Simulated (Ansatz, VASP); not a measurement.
**SrO in VASP and in Ansatz**

```
Sr O
1.0
     0.00000    2.50702    2.50702
     2.50702    0.00000    2.50702
     2.50702    2.50702    0.00000
Sr O
1 1
Direct
  0.00000 0.00000 0.00000
  0.50000 0.50000 0.50000
```

Change from the starting cell: strained cell.

Alike in both runs: task relaxation of the atoms; functional LDA; k mesh 8 × 8 × 8; occupations gaussian, width 0.02 eV; no spin polarisation.

|  | VASP | Ansatz |
| --- | --- | --- |
| version | VASP 6.6.1 | Ansatz 0.2.0 |
| potentials or method | VASP PAW LDA potentials, release 64 (Sr_sv, O), cutoff 520 eV | scalar-relativistic, plane waves, PAW |
| valence electrons in the cell | 16 | 16 |

|  | VASP | Ansatz | Ansatz less VASP |
| --- | --- | --- | --- |
| gap on the k mesh at the Fermi level, each at its own relaxed structure (eV) | 3.03 | 3.10 | +0.068 |

Ansatz warns that its potentials were made for another functional, while VASP's fit it. LDA's correlation is that of Perdew and Zunger in VASP and of Perdew and Wang (1992) in Ansatz. Ansatz's warnings: stress scf threshold loose.

Noted on VASP's run: the relaxation stopped at its first step, so nothing moved.
